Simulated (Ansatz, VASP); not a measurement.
Zr2PdC2: VASP beside Ansatz

```
Zr Pd C
1.0
    -1.84916    1.84916    4.48584
     1.84916   -1.84916    4.48584
     1.84916    1.84916   -4.48584
Zr Pd C
2 1 2
Direct
  0.37110 0.37110 0.00000
  0.62890 0.62890 0.00000
  0.00000 0.00000 0.00000
  0.25000 0.75000 0.50000
  0.75000 0.25000 0.50000
```

Alike in both runs: task relaxation of cell and atoms; functional PBE; k mesh 6 × 6 × 6; occupations gaussian, width 0.1 eV; no spin polarisation.

|  | VASP | Ansatz |
| --- | --- | --- |
| version | VASP 6.6.1 | Ansatz 0.2.0 |
| potentials or method | VASP PAW PBE potentials, release 64 (Zr_sv, Pd, C), cutoff 600 eV | scalar-relativistic, plane waves, PAW |
| valence electrons in the cell | 42 | 50 |

```csv
,VASP,Ansatz,Ansatz less VASP
"gap on the k mesh at the Fermi level, each at its own relaxed structure (eV)",none,none,-
relaxed volume (Å³/atom),16.30,16.29,-0.014
relaxed cell length with the largest relative difference (Å),5.593,5.603,+0.0103
```

A gap of «none» marks a metal or a gap that the smearing closes. VASP's potentials hold 42 valence electrons a cell and Ansatz's 50, so a difference there can come from the potentials and not from the codes.

The k mesh is coarse, so the values compare programs but aren't converged. Noted on VASP's run: the volume moved by over 15 % at a fixed basis, so the end points are rough.
